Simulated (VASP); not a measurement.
Set up this calculation in VASP 6.6.1, as the native input.

```
Task                   : single point
Functional             : r2SCAN
Potentials or basis    : VASP PAW PBE potentials, release 64 (Zr_sv, C)
Cutoff                 : 520 eV
k mesh                 : 5 × 5 × 5
Occupations            : fermi-dirac, width 0.05 eV
Spin                   : no spin polarisation
Dipole correction      : no
Further INCAR settings : ALGO = Normal; EDIFF = 1e-06; NBANDS = 15
```

ZrC:

```xyz
2
Lattice="0.0000 2.5455 2.5455 2.5455 0.0000 2.5455 2.5455 2.5455 0.0000" Properties=species:S:1:pos:R:3 pbc="T T T"
Zr    2.5455    2.5455    2.5455
C     3.8183    3.8183    3.8183
```

The input as run:

POSCAR

```
ZrC
1.0
    0.0000000000      2.5455200000      2.5455200000
    2.5455200000      0.0000000000      2.5455200000
    2.5455200000      2.5455200000      0.0000000000
Zr C
1 1
Direct
    0.5000000000      0.5000000000      0.5000000000
    0.7500000000      0.7500000000      0.7500000000
```

INCAR.step1

```
PREC = Accurate ; ENCUT = 520
ISMEAR = -1 ; SIGMA = 0.05
LREAL = F ; LASPH = T
NELM = 60 ; NBANDS = 15
GGA = PE ; ALGO = Normal
EDIFF = 1E-4 ; LWAVE = T
LCHARG = F
```

INCAR.step2

```
PREC = Accurate ; ENCUT = 520
EDIFF = 1E-6 ; ISMEAR = -1
SIGMA = 0.05 ; LREAL = F
LASPH = T ; NELM = 60
ALGO = Normal ; ISIF = 2
LWAVE = F ; LCHARG = T
METAGGA = R2SCAN ; LMIXTAU = T
LELF = T ; LVHAR = T
NBANDS = 15 ; ISTART = 1
```

KPOINTS

```
regular mesh
0
Gamma
  5 5 5
```

Potentials or basis: VASP PAW PBE potentials, release 64 (Zr_sv, C).

The run is started by

```bash
$ cat potpaw_PBE.64/Zr_sv/POTCAR potpaw_PBE.64/C/POTCAR > POTCAR
$ cp INCAR.step1 INCAR
$ mpirun -np 1 vasp_std > vasp.out
$ cp INCAR.step2 INCAR
$ mpirun -np 1 vasp_std > vasp.out
```

Results of the run:

```
Pressure               : 0.3 GPa
Band gap on the k mesh : 1.02 eV
```

Caveat: the k points lie up to 0.43 Å⁻¹ apart; the PAW data sets were made with another functional, which shifts forces and pressure a little; an odd mesh through Γ misses points on the zone boundary, where band edges can lie.

Wall time 29 s on 1 thread of Intel Xeon 8259CL, on a shared host, peak memory 0.16 GiB.
